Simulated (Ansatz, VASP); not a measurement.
# Hg in VASP and in Ansatz

```
Hg
1.0
    -1.78049    1.78049    1.78049
     1.78049   -1.78049    1.78049
     1.78049    1.78049   -1.78049
Hg
1
Direct
  0.00000 0.00000 0.00000
```

Alike in both runs: functional LDA; k mesh 16 × 16 × 16; occupations fermi-dirac, width 0.05 eV; no spin polarisation.

Ansatz relaxed the structure, and its values are those at the end. VASP's run is a single point on that final structure, the one shown.

|  | VASP | Ansatz |
| --- | --- | --- |
| version | VASP 6.6.1 | Ansatz 0.2.0 |
| potentials or method | VASP PAW LDA potentials, release 64 (Hg), cutoff 520 eV | all-electron LAPW, scalar-relativistic |

VASP gave:

| Item | Value |
| --- | --- |
| pressure (GPa) | 0.6 |

Question: Estimate Ansatz's values.

Answer: Pressure (GPa): 0.0.

LDA's correlation is that of Perdew and Zunger in VASP and of Perdew and Wang (1992) in Ansatz. Ansatz ran all-electron here, and VASP with PAW potentials.

Spin-orbit coupling is off throughout.
